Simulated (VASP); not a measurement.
# Ni in VASP: further runs

Ni is run at these levels: r2SCAN; tasks: single point, relaxation of cell and atoms.

Everything below comes from runs of VASP 6.6.1. Logs are shortened: lines on timing, memory, paths and dates and some standing lists are left out, and cuts for length are marked.

## Step 1: The cell of the first run

The structure is cubic, space group Fm-3m (No. 225). The conventional cell has a = 3.466 Å, b = 3.466 Å, c = 3.466 Å, α = 90.00°, β = 90.00°, γ = 90.00°. Within 3.2 Å of Ni (site symmetry m-3m) lie 12 Ni at 2.45 Å.

## Step 2: Single point, r2SCAN

Contents of POSCAR:

```
Ni
1.0
    0.0000000000      1.7330608651      1.7330608651
    1.7330608651      0.0000000000      1.7330608651
    1.7330608651      1.7330608651      0.0000000000
Ni
1
Direct
    0.0000000000      0.0000000000      0.0000000000
```

Contents of INCAR.step1:

```
PREC = Accurate
ENCUT = 520
ISMEAR = 1
SIGMA = 0.3
LREAL = False
LASPH = True
NELM = 100
NBANDS = 11
GGA = PE
ALGO = Normal
EDIFF = 1E-4
LWAVE = True
LCHARG = False
```

Contents of INCAR.step2:

```
PREC = Accurate
ENCUT = 520
EDIFF = 1E-7
ISMEAR = 1
SIGMA = 0.3
LREAL = False
LASPH = True
NELM = 100
ALGO = Normal
ISIF = 2
LWAVE = False
LCHARG = True
METAGGA = R2SCAN
LMIXTAU = True
LELF = True
LVHAR = True
NBANDS = 11
ISTART = 1
```

Contents of KPOINTS:

```
Automatic mesh
0
Gamma
  15 15 15
```

Potentials or basis: VASP PAW PBE potentials, release 64 (Ni).

Command:

```
$ cat potpaw_PBE.64/Ni/POTCAR > POTCAR
$ cp INCAR.step1 INCAR
$ mpirun -np 1 vasp_std > vasp.out
$ cp INCAR.step2 INCAR
$ mpirun -np 1 vasp_std > vasp.out
```

OUTCAR:

```text
PREC = Accurate
   ENCUT = 520
   EDIFF = 1E-7
   ISMEAR = 1
   LREAL = False
   LASPH = True
   NELM = 100
   ISIF = 2
   METAGGA = R2SCAN
   ISTART = 1

 ion  position               nearest neighbor table
   1  0.000  0.000  0.000-

  LATTYP: Found a face centered cubic cell.
 ALAT       =     3.4661217302

  Lattice vectors:

 A1 = (   0.0000000000,   1.7330608651,   1.7330608651)
 A2 = (   1.7330608651,   0.0000000000,   1.7330608651)
 A3 = (   1.7330608651,   1.7330608651,   0.0000000000)

Analysis of symmetry for initial positions (statically):
=====================================================================
 Subroutine PRICEL returns:
 Original cell was already a primitive cell.

 Routine SETGRP: Setting up the symmetry group for a
 face centered cubic supercell.

 Subroutine GETGRP returns: Found 48 space group operations
 (whereof 48 operations were pure point group operations)
 out of a pool of 48 trial point group operations.

The static configuration has the point symmetry O_h .

Analysis of symmetry for dynamics (positions and initial velocities):
=====================================================================
 Subroutine PRICEL returns:
 Original cell was already a primitive cell.

 Routine SETGRP: Setting up the symmetry group for a
 face centered cubic supercell.

 Subroutine GETGRP returns: Found 48 space group operations
 (whereof 48 operations were pure point group operations)
 out of a pool of 48 trial point group operations.

The dynamic configuration has the point symmetry O_h .

 Subroutine INISYM returns: Found 48 space group operations
 (whereof 48 operations are pure point group operations),
 and found     1 'primitive' translations

----------------------------------------------------------------------------------------

                                     Primitive cell

  volume of cell :      10.4105

  direct lattice vectors                    reciprocal lattice vectors
     0.000000000  1.733060865  1.733060865    -0.288506890  0.288506890  0.288506890
     1.733060865  0.000000000  1.733060865     0.288506890 -0.288506890  0.288506890
     1.733060865  1.733060865  0.000000000     0.288506890  0.288506890 -0.288506890

  length of vectors
     2.450918180  2.450918180  2.450918180     0.499708591  0.499708591  0.499708591

  position of ions in fractional coordinates (direct lattice)
     0.000000000  0.000000000  0.000000000

  ion indices of the primitive-cell ions
   primitive index   ion index
                 1           1

----------------------------------------------------------------------------------------

 KPOINTS: Automatic mesh

Automatic generation of k-mesh.
 Grid dimensions read from file:
 generate k-points for:   15   15   15

 Generating k-lattice:

  Cartesian coordinates                     Fractional coordinates (reciprocal lattice)
    -0.019233793  0.019233793  0.019233793     0.066666667  0.000000000  0.000000000
     0.019233793 -0.019233793  0.019233793     0.000000000  0.066666667  0.000000000
     0.019233793  0.019233793 -0.019233793     0.000000000  0.000000000  0.066666667

  Length of vectors
     0.033313906  0.033313906  0.033313906

  Shift w.r.t. Gamma in fractional coordinates (k-lattice)
     0.000000000  0.000000000  0.000000000

 Subroutine IBZKPT returns following result:
 ===========================================

 Found    120 irreducible k-points:

 Following reciprocal coordinates:
            Coordinates               Weight
  0.000000  0.000000  0.000000      1.000000
  0.066667  0.000000  0.000000      8.000000
  0.133333  0.000000  0.000000      8.000000
  0.200000  0.000000  0.000000      8.000000
  0.266667  0.000000  0.000000      8.000000
  0.333333  0.000000  0.000000      8.000000
[... 16 lines left out ...]
  0.133333  0.133333  0.000000      6.000000
  0.200000  0.133333  0.000000     24.000000
 [... further k-points ...]
   k-points           NKPTS =    120   k-points in BZ     NKDIM =    120   number of bands    NBANDS=     11
   number of dos      NEDOS =    301   number of ions     NIONS =      1
   total plane-waves  NPLWV =   5832
   dimension x,y,z NGX =    18 NGY =   18 NGZ =   18
   dimension x,y,z NGXF=    36 NGYF=   36 NGZF=   36
   ions per type =               1
   NGX,Y,Z   is equivalent  to a cutoff of  12.21, 12.21, 12.21 a.u.
   NGXF,Y,Z  is equivalent  to a cutoff of  24.42, 24.42, 24.42 a.u.
 SYSTEM =  unknown system
   PREC   = accura    normal or accurate (medium, high low for compatibility)
   ISTART =      1    job   : 0-new  1-cont  2-samecut
   ICHARG =      0    charge: 1-file 2-atom 10-const
   ISPIN  =      1    spin polarized calculation?
   LNONCOLLINEAR =      F non collinear calculations
   LSORBIT =      F    spin-orbit coupling
   LASPH  =      T    aspherical Exc in radial PAW
   ENCUT  =  520.0 eV  38.22 Ry    6.18 a.u.   4.56  4.56  4.56*2*pi/ulx,y,z
   NELM   =    100;   NELMIN=  2; NELMDL=  0     # of ELM steps
   EDIFF  = 0.1E-06   stopping-criterion for ELM
   LREAL  =      F    real-space projection
   EDIFFG = 0.1E-05   stopping-criterion for IOM
   NSW    =      0    number of steps for IOM
   IBRION =     -1    ionic relax: 0-MD 1-quasi-New 2-CG
   NFREE  =      0    steps in history (QN), initial steepest desc. (CG)
   ISIF   =      2    stress and relaxation
   ISYM   =      2    0-nonsym 1-usesym 2-fastsym
   POTIM  = 0.5000    time-step for ionic-motion
   TEBEG  =    0.0;   TEEND  =   0.0 temperature during run
   PSTRESS=    0.0 pullay stress
   NELECT =      10.0000    total number of electrons
   NUPDOWN=      -1.0000    fix difference up-down
   EMIN   =  10.00;   EMAX   =-10.00  energy-range for DOS
   EFERMI =   0.00;   METHOD = LEGACY
   ISMEAR =     1;   SIGMA  =   0.30  broadening in eV -4-tet -1-fermi 0-gaus
   EFERMI_NEDOS =   21; number of points for ismear=-14 and -15
   IALGO  =     38    algorithm
   IMIX   =      4    mixing-type and parameters
     AMIX     =   0.40;   BMIX     =  1.00
     AMIX_MAG =   1.60;   BMIX_MAG =  1.00
  volume/ion in A,a.u.               =      10.41        70.25
  Fermi-wavevector in a.u.,A,eV,Ry     =   1.615292  3.052459 35.499885  2.609168
  Thomas-Fermi vector in A             =   2.710063
   LORBIT       =      0    0 simple, 1 ext, 2 COOP (PROOUT), +10 PAW based schemes
   METAGGA = R2SCAN    functional components
   LHFCALC =     F    Hartree Fock is set to
   AEXX    =    0.0000 exact exchange contribution
   IVDW    =     0    specifies the selected vdW correction
   LEPSILON=     F    determine dielectric tensor
   LRPA    =     F    only Hartree local field effects (RPA)
 non-spin polarized calculation
 Methfessel and Paxton  Order N= 1 SIGMA  =   0.30
  energy-cutoff  :      520.00
  volume of cell :       10.41
 maximum number of plane-waves:       295
   NGX =  9   NGY =  9   NGZ =  9

 number of electron       9.9999995 magnetization

 Free energy of the ion-electron system (eV)
  ---------------------------------------------------
  ext. energy  EPLUGINS =         0.00000000
  ---------------------------------------------------
  free energy    TOTEN  =       -11.83632956 eV

  energy without entropy =      -11.81928890  energy(sigma->0) =      -11.83064934

 E-fermi :   9.6125     XC(G=0): -14.6564

 val. band max:        9.5981881879   @ k =   0.4667   0.1333   0.0000
 cond. band min:       9.6138326269   @ k =  -0.4667   0.2667   0.0000
 fundamental gap:      0.0156444390
 Fermi energy:         9.6125021892

 k-point     1 :       0.0000    0.0000    0.0000
  band No.  band energies     occupation
      1       0.1304      2.00000
      2       7.6126      2.00000
      3       7.6127      2.00000
      4       7.6127      2.00000
      5       8.7269      2.00024
      6       8.7269      2.00024
      7      34.7574      0.00000
      8      39.4311      0.00000
      9      39.4311      0.00000
     10      39.4313      0.00000
     11      42.3367      0.00000

 k-point     2 :       0.0667    0.0000    0.0000
  band No.  band energies     occupation
      1       0.3171      2.00000
      2       7.5592      2.00000
      3       7.6555      2.00000
      4       7.6555      2.00000
      5       8.7086      2.00017
      6       8.7086      2.00017
      7      34.1920      0.00000
      8      37.2930      0.00000
      9      38.9887      0.00000
     10      38.9888      0.00000
     11      42.9777      0.00000

 k-point     3 :       0.1333    0.0000    0.0000
  band No.  band energies     occupation
      1       0.8654      2.00000
      2       7.4196      2.00000
      3       7.7562      2.00000
      4       7.7563      2.00000
      5       8.6809      2.00010
      6       8.6809      2.00010
      7      31.5644      0.00000
      8      35.9926      0.00000
      9      38.2245      0.00000
     10      38.2246      0.00000
     11      43.5984      0.00000

 k-point     4 :       0.2000    0.0000    0.0000
  band No.  band energies     occupation
      1       1.7328      2.00000
      2       7.2572      2.00000
      3       7.8267      2.00000
      4       7.8268      2.00000
      5       8.7279      2.00025
      6       8.7279      2.00025
      7      28.0139      0.00000
      8      35.4392      0.00000
      9      37.5518      0.00000
     10      37.5519      0.00000
     11      43.7384      0.00000

 k-point     5 :       0.2667    0.0000    0.0000
  band No.  band energies     occupation
      1       2.8163      2.00000
      2       7.1890      2.00000
      3       7.7890      2.00000
      4       7.7891      2.00000
      5       8.9158      2.00494
      6       8.9159      2.00494
      7      24.5059      0.00000
      8      34.7978      0.00000
      9      37.0532      0.00000
     10      37.0533      0.00000
     11      42.5526      0.00000
[... 211 lines left out ...]
 k-point    21 :      -0.1333    0.0667    0.0000
  band No.  band energies     occupation
      1       1.2803      2.00000
      2       7.3020      2.00000
      3       7.8191      2.00000
      4       7.8397      2.00000
      5       8.5374      2.00000
      6       8.8183      2.00117
      7      30.5010      0.00000
      8      33.6201      0.00000
      9      37.9104      0.00000
     10      40.1575      0.00000
     11      41.7727      0.00000

 k-point    22 :      -0.0667    0.0667    0.0000
  band No.  band energies     occupation
      1       0.6244      2.00000
      2       7.4635      2.00000
      3       7.7184      2.00000
      4       7.7351      2.00000
      5       8.6206      2.00003
      6       8.7496      2.00037
      7      33.2689      0.00000
      8      35.2395      0.00000
      9      37.9576      0.00000
     10      40.0980      0.00000
     11      42.5028      0.00000

 k-point    23 :       0.1333    0.1333    0.0000
  band No.  band energies     occupation
      1       1.1056      2.00000
      2       7.2484      2.00000
      3       7.8959      2.00000
      4       7.8959      2.00000
      5       8.4120      2.00000
      6       8.8527      2.00200
      7      33.3410      0.00000
      8      34.9710      0.00000
      9      34.9711      0.00000
     10      36.0021      0.00000
     11      43.6500      0.00000

 k-point    24 :       0.2000    0.1333    0.0000
  band No.  band energies     occupation
      1       1.7411      2.00000
      2       7.0680      2.00000
      3       7.9768      2.00000
      4       8.0300      2.00000
      5       8.3659      2.00000
      6       8.9256      2.00562
      7      30.8658      0.00000
      8      33.7923      0.00000
      9      33.8989      0.00000
     10      36.4332      0.00000
     11      41.8511      0.00000

 [... further k-points ...]
[... 5 lines left out ...]
  --------------------------------------------------------------------------------------
  -------------------------------------------------------------------------------------
  Total        0.0056803      0.0056803      0.0056803     -0.0000000      0.0000000     -0.0000000
  in kB        0.8741961      0.8741961      0.8741961     -0.0000000      0.0000000     -0.0000000
  external PRESSURE =       0.8741961 kB  Pullay stress =       0.0000000 kB

 VOLUME and BASIS-vectors are now :
 -----------------------------------------------------------------------------
  energy-cutoff  :      520.00
  volume of cell :       10.41
      direct lattice vectors                 reciprocal lattice vectors
     0.000000000  1.733060865  1.733060865    -0.288506890  0.288506890  0.288506890
     1.733060865  0.000000000  1.733060865     0.288506890 -0.288506890  0.288506890
     1.733060865  1.733060865  0.000000000     0.288506890  0.288506890 -0.288506890

 POSITION                                       TOTAL-FORCE (eV/Angst)
 -----------------------------------------------------------------------------------
      0.00000      0.00000      0.00000        -0.000000     -0.000000     -0.000000
 -----------------------------------------------------------------------------------
    total drift:                                0.000000     -0.000000     -0.000000

  FREE ENERGIE OF THE ION-ELECTRON SYSTEM (eV)
  ---------------------------------------------------
  free  energy   TOTEN  =       -11.8363295630 eV

  energy  without entropy=      -11.8192888969  energy(sigma->0) =      -11.83064934
```

Run time: 36 s. Hardware: 1 thread of Intel Xeon 6975P-C (Granite Rapids), shared host; peak memory 0.12 GiB.

What came out:

```yaml
Free_energy: -11.8363 eV
Pressure: 0.1 GPa
Band_gap_on_the_k_mesh: zero (bands 5 and 6 overlap by 1.11 eV)
```

Caveat: so wide a smearing shifts energies and pressures; the PAW data sets were made with another functional, which shifts forces and pressure a little; the run has no spin polarisation, though such a crystal can be magnetic.

(Part 1 of 2 ends here.)
